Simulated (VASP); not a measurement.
# Ag (Pm-3m) in VASP: further runs

Runs on Ag. Level: PBEsol. Tasks: single point, relaxation of cell and atoms.

All numbers are computed with VASP 6.6.1; they aren't measurements. Logs are shortened: lines on timing, memory, paths and dates and some standing lists are left out, and cuts for length are marked.

## Step 1: The cell of the first run

It takes space group Pm-3m (No. 221, cubic). The conventional cell has a = 2.630 Å, b = 2.630 Å, c = 2.630 Å, α = 90.00°, β = 90.00°, γ = 90.00°. Ag (site symmetry m-3m) has 6 Ag at 2.63 Å within 3.5 Å.

## Step 2: Single point, PBEsol

Input file INCAR:

```
SYSTEM = Ag
  PREC = Accurate
  ENCUT = 500
  EDIFF = 1E-6
  ISMEAR = 0
  SIGMA = 0.1
  LREAL = .False.
  LASPH = .True.
  NELM = 120
  ALGO = Normal
  ISIF = 2
  LWAVE = .False.
  LCHARG = .False.
  GGA = PS
  NBANDS = 12
  GGA_COMPAT = .False.
```

Input file KPOINTS:

```
Automatic mesh
0
Gamma
  6 6 6
  0 0 0
```

Input file POSCAR:

```
Ag
1.0
    2.6295146812      0.0000000000      0.0000000000
    0.0000000000      2.6295146812      0.0000000000
    0.0000000000      0.0000000000      2.6295146812
Ag
1
Direct
    0.0000000000      0.0000000000      0.0000000000
```

Potentials or basis: VASP PAW PBE potentials, release 64 (Ag).

Launch:

```console
$ cat potpaw_PBE.64/Ag/POTCAR > POTCAR
$ mpirun -np 1 vasp_std > vasp.out
```

OUTCAR:

```text
SYSTEM = Ag
   PREC = Accurate
   ENCUT = 500
   EDIFF = 1E-6
   ISMEAR = 0
   LREAL = .False.
   LASPH = .True.
   NELM = 120
   ISIF = 2
   GGA = PS

 ion  position               nearest neighbor table
   1  0.000  0.000  0.000-

  LATTYP: Found a simple cubic cell.
 ALAT       =     2.6295146812

  Lattice vectors:

 A1 = (   2.6295146812,   0.0000000000,   0.0000000000)
 A2 = (   0.0000000000,   2.6295146812,   0.0000000000)
 A3 = (   0.0000000000,   0.0000000000,   2.6295146812)

Analysis of symmetry for initial positions (statically):
=====================================================================
 Subroutine PRICEL returns:
 Original cell was already a primitive cell.

 Routine SETGRP: Setting up the symmetry group for a
 simple cubic supercell.

 Subroutine GETGRP returns: Found 48 space group operations
 (whereof 48 operations were pure point group operations)
 out of a pool of 48 trial point group operations.

The static configuration has the point symmetry O_h .

Analysis of symmetry for dynamics (positions and initial velocities):
=====================================================================
 Subroutine PRICEL returns:
 Original cell was already a primitive cell.

 Routine SETGRP: Setting up the symmetry group for a
 simple cubic supercell.

 Subroutine GETGRP returns: Found 48 space group operations
 (whereof 48 operations were pure point group operations)
 out of a pool of 48 trial point group operations.

The dynamic configuration has the point symmetry O_h .

 Subroutine INISYM returns: Found 48 space group operations
 (whereof 48 operations are pure point group operations),
 and found     1 'primitive' translations

----------------------------------------------------------------------------------------

                                     Primitive cell

  volume of cell :      18.1814

  direct lattice vectors                    reciprocal lattice vectors
     2.629514681  0.000000000  0.000000000     0.380298314  0.000000000  0.000000000
     0.000000000  2.629514681  0.000000000     0.000000000  0.380298314  0.000000000
     0.000000000  0.000000000  2.629514681     0.000000000  0.000000000  0.380298314

  length of vectors
     2.629514681  2.629514681  2.629514681     0.380298314  0.380298314  0.380298314

  position of ions in fractional coordinates (direct lattice)
     0.000000000  0.000000000  0.000000000

  ion indices of the primitive-cell ions
   primitive index   ion index
                 1           1

----------------------------------------------------------------------------------------

 KPOINTS: Automatic mesh

Automatic generation of k-mesh.
 Grid dimensions read from file:
 generate k-points for:    6    6    6

 Generating k-lattice:

  Cartesian coordinates                     Fractional coordinates (reciprocal lattice)
     0.063383052  0.000000000  0.000000000     0.166666667  0.000000000  0.000000000
     0.000000000  0.063383052  0.000000000     0.000000000  0.166666667  0.000000000
     0.000000000  0.000000000  0.063383052     0.000000000  0.000000000  0.166666667

  Length of vectors
     0.063383052  0.063383052  0.063383052

  Shift w.r.t. Gamma in fractional coordinates (k-lattice)
     0.000000000  0.000000000  0.000000000

 Subroutine IBZKPT returns following result:
 ===========================================

 Found     20 irreducible k-points:

 Following reciprocal coordinates:
            Coordinates               Weight
  0.000000  0.000000  0.000000      1.000000
  0.166667  0.000000  0.000000      6.000000
  0.333333  0.000000  0.000000      6.000000
  0.500000  0.000000  0.000000      3.000000
  0.166667  0.166667  0.000000     12.000000
  0.333333  0.166667  0.000000     24.000000
[... 12 lines left out ...]
  0.500000  0.500000  0.333333      6.000000
  0.500000  0.500000  0.500000      1.000000
   k-points           NKPTS =     20   k-points in BZ     NKDIM =     20   number of bands    NBANDS=     12
   number of dos      NEDOS =    301   number of ions     NIONS =      1
   total plane-waves  NPLWV =   8000
   dimension x,y,z NGX =    20 NGY =   20 NGZ =   20
   dimension x,y,z NGXF=    40 NGYF=   40 NGZF=   40
   ions per type =               1
   NGX,Y,Z   is equivalent  to a cutoff of  12.64, 12.64, 12.64 a.u.
   NGXF,Y,Z  is equivalent  to a cutoff of  25.29, 25.29, 25.29 a.u.
 SYSTEM =  Ag
   PREC   = accura    normal or accurate (medium, high low for compatibility)
   ISTART =      0    job   : 0-new  1-cont  2-samecut
   ICHARG =      2    charge: 1-file 2-atom 10-const
   ISPIN  =      1    spin polarized calculation?
   LNONCOLLINEAR =      F non collinear calculations
   LSORBIT =      F    spin-orbit coupling
   LASPH  =      T    aspherical Exc in radial PAW
   ENCUT  =  500.0 eV  36.75 Ry    6.06 a.u.   4.79  4.79  4.79*2*pi/ulx,y,z
   NELM   =    120;   NELMIN=  2; NELMDL= -5     # of ELM steps
   EDIFF  = 0.1E-05   stopping-criterion for ELM
   LREAL  =      F    real-space projection
   EDIFFG = 0.1E-04   stopping-criterion for IOM
   NSW    =      0    number of steps for IOM
   IBRION =     -1    ionic relax: 0-MD 1-quasi-New 2-CG
   NFREE  =      0    steps in history (QN), initial steepest desc. (CG)
   ISIF   =      2    stress and relaxation
   ISYM   =      2    0-nonsym 1-usesym 2-fastsym
   POTIM  = 0.5000    time-step for ionic-motion
   TEBEG  =    0.0;   TEEND  =   0.0 temperature during run
   PSTRESS=    0.0 pullay stress
   NELECT =      11.0000    total number of electrons
   NUPDOWN=      -1.0000    fix difference up-down
   EMIN   =  10.00;   EMAX   =-10.00  energy-range for DOS
   EFERMI =   0.00;   METHOD = LEGACY
   ISMEAR =     0;   SIGMA  =   0.10  broadening in eV -4-tet -1-fermi 0-gaus
   EFERMI_NEDOS =   21; number of points for ismear=-14 and -15
   IALGO  =     38    algorithm
   IMIX   =      4    mixing-type and parameters
     AMIX     =   0.40;   BMIX     =  1.00
     AMIX_MAG =   1.60;   BMIX_MAG =  1.00
  volume/ion in A,a.u.               =      18.18       122.69
  Fermi-wavevector in a.u.,A,eV,Ry     =   1.384618  2.616550 26.084659  1.917168
  Thomas-Fermi vector in A             =   2.509106
   LORBIT       =      0    0 simple, 1 ext, 2 COOP (PROOUT), +10 PAW based schemes
   GGA     = PS    functional components
   LHFCALC =     F    Hartree Fock is set to
   AEXX    =    0.0000 exact exchange contribution
   IVDW    =     0    specifies the selected vdW correction
   LEPSILON=     F    determine dielectric tensor
   LRPA    =     F    only Hartree local field effects (RPA)
 non-spin polarized calculation
 Gauss-broadening in eV      SIGMA  =   0.10
  energy-cutoff  :      500.00
  volume of cell :       18.18
 maximum number of plane-waves:       480
 NGX is ok and might be reduce to    20
   NGX =  9   NGY =  9   NGZ =  9

 number of electron      11.0000009 magnetization

 Free energy of the ion-electron system (eV)
  ---------------------------------------------------
  ext. energy  EPLUGINS =         0.00000000
  ---------------------------------------------------
  free energy    TOTEN  =        -2.88720896 eV

  energy without entropy =       -2.88093900  energy(sigma->0) =       -2.88407398

 E-fermi :   7.3878     XC(G=0): -11.9349

 val. band max:        6.5492906875   @ k =   0.3333   0.3333   0.0000
 cond. band min:       7.3878268745   @ k =   0.3333   0.3333   0.1667
 fundamental gap:      0.8385361870
 Fermi energy:         7.3878236906

 k-point     1 :       0.0000    0.0000    0.0000
  band No.  band energies     occupation
      1       0.0648      2.00000
      2       0.9420      2.00000
      3       0.9420      2.00000
      4       4.6052      2.00000
      5       4.6052      2.00000
      6       4.6052      2.00000
      7      22.1804      0.00000
      8      22.1804      0.00000
      9      22.1804      0.00000
     10      27.9180      0.00000
     11      27.9180      0.00000
     12      28.3915      0.00000

 k-point     2 :       0.1667    0.0000    0.0000
  band No.  band energies     occupation
      1       0.6184      2.00000
      2       1.0323      2.00000
      3       1.5372      2.00000
      4       4.2758      2.00000
      5       4.2758      2.00000
      6       4.6328      2.00000
      7      18.0843      0.00000
      8      23.2121      0.00000
      9      23.2121      0.00000
     10      27.0390      0.00000
     11      28.1154      0.00000
     12      33.1416      0.00000

 k-point     3 :       0.3333    0.0000    0.0000
  band No.  band energies     occupation
      1       1.2188      2.00000
      2       1.3226      2.00000
      3       3.6740      2.00000
      4       3.6740      2.00000
      5       3.8469      2.00000
      6       4.6884      2.00000
      7      12.9152      0.00000
      8      25.4850      0.00000
      9      25.7731      0.00000
     10      25.7731      0.00000
     11      27.6690      0.00000
     12      34.3845      0.00000
[... 226 lines left out ...]
 k-point    19 :       0.5000    0.5000    0.3333
  band No.  band energies     occupation
      1       1.3930      2.00000
      2       1.9821      2.00000
      3       1.9821      2.00000
      4       4.5021      2.00000
      5       5.5972      2.00000
      6      14.8740      0.00000
      7      14.8740      0.00000
      8      16.3363      0.00000
      9      17.5169      0.00000
     10      23.8884      0.00000
     11      24.6270      0.00000
     12      24.6270      0.00000

 k-point    20 :       0.5000    0.5000    0.5000
  band No.  band energies     occupation
      1       1.5694      2.00000
      2       1.5694      2.00000
      3       1.5694      2.00000
      4       5.6157      2.00000
      5       5.6157      2.00000
      6      16.5026      0.00000
      7      16.5026      0.00000
      8      16.5026      0.00000
      9      17.5047      0.00000
     10      22.6814      0.00000
     11      22.6814      0.00000
     12      22.6814      0.00000

------------------------ aborting loop because EDIFF is reached ----------------------------------------

  FORCE on cell =-STRESS in cart. coord.  units (eV):
  Direction    XX          YY          ZZ          XY          YZ          ZX
  --------------------------------------------------------------------------------------
  -------------------------------------------------------------------------------------
  Total        0.7840610      0.7840610      0.7840610     -0.0000000      0.0000000      0.0000000
  in kB       69.0929372     69.0929372     69.0929372     -0.0000000      0.0000000      0.0000000
  external PRESSURE =      69.0929372 kB  Pullay stress =       0.0000000 kB

 VOLUME and BASIS-vectors are now :
 -----------------------------------------------------------------------------
  energy-cutoff  :      500.00
  volume of cell :       18.18
      direct lattice vectors                 reciprocal lattice vectors
     2.629514681  0.000000000  0.000000000     0.380298314  0.000000000  0.000000000
     0.000000000  2.629514681  0.000000000     0.000000000  0.380298314  0.000000000
     0.000000000  0.000000000  2.629514681     0.000000000  0.000000000  0.380298314

 POSITION                                       TOTAL-FORCE (eV/Angst)
 -----------------------------------------------------------------------------------
      0.00000      0.00000      0.00000         0.000000      0.000000      0.000000
 -----------------------------------------------------------------------------------
    total drift:                               -0.000000      0.000000      0.000000

  FREE ENERGIE OF THE ION-ELECTRON SYSTEM (eV)
  ---------------------------------------------------
  free  energy   TOTEN  =        -2.8872089606 eV

  energy  without entropy=       -2.8809390027  energy(sigma->0) =       -2.88407398
```

Run time: 4 s. Hardware: 1 thread of Intel Xeon 8259CL, shared host; peak memory 0.12 GiB.

What came out:

```yaml
Free_energy: -2.8872 eV
Pressure: 6.9 GPa
```

Caveat: the k points lie up to 0.40 Å⁻¹ apart; the PAW data sets were made with another functional, which shifts forces and pressure a little.

## Step 3: Single point, PBEsol

This run uses another cell than the first one, of 19.49 Å³/atom, 1.072 times its volume.

Input file INCAR:

```
SYSTEM = Ag
ALGO     = Normal         ! electronic algorithm
EDIFF    = 1E-6           ! SCF threshold, eV
ENCUT    = 500            ! plane-wave cutoff, eV
GGA      = PS             ! functional
GGA_COMPAT= .FALSE.      
ISIF     = 2              ! what is computed and relaxed
ISMEAR   = 0              ! smearing method
LASPH    = .TRUE.         ! aspherical terms in the spheres
LCHARG   = .FALSE.        ! write CHGCAR
LREAL    = .FALSE.        ! projectors in reciprocal space
LWAVE    = .FALSE.        ! write WAVECAR
NBANDS   = 12             ! bands
NELM     = 120            ! most SCF steps
PREC     = Accurate       ! precision mode
SIGMA    = 0.1            ! smearing width, eV
```

Input file KPOINTS:

```
k-points
0
G
  6 6 6
  0 0 0
```

Input file POSCAR:

```
Ag
1.0
    2.6910564444      0.0000000000      0.0000000000
    0.0000000000      2.6910564444      0.0000000000
    0.0000000000      0.0000000000      2.6910564444
Ag
1
Direct
    0.0000000000      0.0000000000      0.0000000000
```

Potentials or basis: VASP PAW PBE potentials, release 64 (Ag).

Launch:

```console
$ cat potpaw_PBE.64/Ag/POTCAR > POTCAR
$ mpirun -np 1 vasp_std > vasp.out
```

It took 3.9 s on 1 thread of Intel Xeon 8259CL, shared host; peak memory 0.12 GiB.

The run converged. Its results:

| Quantity | Value |
| --- | --- |
| Free energy | -2.9121 eV |
| Pressure | -0.4 GPa |

Levels at points of the mesh, in eV from the Fermi level:
| k point | band 2 | band 3 | band 4 | band 5 | band 6 | band 7 | band 8 | band 9 |
| --- | --- | --- | --- | --- | --- | --- | --- | --- |
| (0.00, 0.00, 0.00) | -6.04 | -6.04 | -2.77 | -2.77 | -2.77 | 14.30 | 14.30 | 14.30 |
| (0.50, 0.00, 0.00) | -5.41 | -3.84 | -3.84 | -2.67 | -0.77 | 1.86 | 17.16 | 19.23 |
| (0.50, 0.50, 0.00) | -5.19 | -3.64 | -3.64 | -1.94 | 3.82 | 3.82 | 7.91 | 9.74 |
| (0.50, 0.50, 0.50) | -5.45 | -5.45 | -1.87 | -1.87 | 8.70 | 8.70 | 8.70 | 10.14 |

Caveat: the k points lie up to 0.39 Å⁻¹ apart; the PAW data sets were made with another functional, which shifts forces and pressure a little.

## Step 4: Relaxation of cell and atoms, PBEsol

Input file INCAR:

```
PREC = Accurate
ENCUT = 500
EDIFF = 1E-7
ISMEAR = 0
SIGMA = 0.1
LREAL = False
LASPH = True
NELM = 120
ALGO = Normal
ISIF = 3
LWAVE = False
LCHARG = False
GGA = PS
IBRION = 2
NSW = 90
EDIFFG = -0.04
GGA_COMPAT = False
NELMIN = 4
```

Input file KPOINTS:

```
regular mesh
0
Gamma
  6 6 6
```

Input file POSCAR:

```
Ag
1.0
    2.6295146812      0.0000000000      0.0000000000
    0.0000000000      2.6295146812      0.0000000000
    0.0000000000      0.0000000000      2.6295146812
Ag
1
Direct
    0.0000000000      0.0000000000      0.0000000000
```

Launch:

```console
$ cat potpaw_PBE.64/Ag/POTCAR > POTCAR
$ mpirun -np 1 vasp_std > vasp.out
```

Wall time 12 s (1 thread of Intel Xeon 8259CL, shared host); peak memory 0.13 GiB.

The run converged. Its results:

```
Free energy                            : -2.9119 eV
Relaxed volume                         : 19.41 Å³/atom
Relaxed cell                           : a = 2.688 Å, b = 2.688 Å, c = 2.688 Å, α = 90.00°, β = 90.00°, γ = 90.00°
Space group after relaxing (to 0.05 Å) : Pm-3m (No. 221)
Energy gained by relaxing              : 24.7 meV/atom
Ionic steps                            : 3
Pressure after relaxing                : 0.0 GPa
```

Step by step:
| step | energy change (eV) | largest force (eV/Å) | pressure (GPa) | volume (Å³) |
| --- | --- | --- | --- | --- |
| 1 | 0.0000 | 0.0000 | 6.91 | 18.18 |
| 2 | -0.0141 | 0.0000 | -3.56 | 20.33 |
| 3 | -0.0247 | 0.0000 | 0.00 | 19.41 |

Final structure:
```cif
data_structure
_symmetry_space_group_name_H-M 'P 1'
_symmetry_Int_Tables_number 1
_cell_length_a 2.6877
_cell_length_b 2.6877
_cell_length_c 2.6877
_cell_angle_alpha 90.000
_cell_angle_beta 90.000
_cell_angle_gamma 90.000
_cell_volume 19.41
loop_
_atom_site_label
_atom_site_type_symbol
_atom_site_fract_x
_atom_site_fract_y
_atom_site_fract_z
_atom_site_occupancy
Ag1 Ag 0.00000 0.00000 0.00000 1
```

Levels at points of the mesh, in eV from the Fermi level:
```
           k point  band 3  band 4  band 5  band 6  band 7  band 8
(0.00, 0.00, 0.00)   -6.06   -2.77   -2.77   -2.77   14.33   14.33
(0.50, 0.00, 0.00)   -3.84   -3.84   -2.67   -0.78    1.87   17.18
(0.50, 0.50, 0.00)   -3.65   -3.65   -1.93    3.82    3.82    7.95
(0.50, 0.50, 0.50)   -5.47   -1.87   -1.87    8.72    8.72    8.72
```

Caveat: the k points lie up to 0.39 Å⁻¹ apart in the final cell; the PAW data sets were made with another functional, which shifts forces and pressure a little.

## Step 5: Overview

```tsv
task	cell	gap on the mesh (eV)	pressure (GPa)
single point	a = 2.630 Å, 1 atom	none	6.9
single point	a = 2.691 Å, 1 atom	none	-0.4
relaxation of cell and atoms	relaxed from a = 2.630 Å, 1 atom	none	0.0
```

Alike in all rows: level PBEsol; potentials or basis VASP PAW PBE potentials, release 64 (Ag); no spin polarisation; k mesh 6 × 6 × 6; cutoff (eV) 500; smearing gaussian 0.1 eV.

Caveats: all runs use coarse meshes; the PAW data sets were made with another functional, which shifts forces and pressure a little.

Total energies depend on the potentials used, so only differences within one code and one set of settings carry meaning.
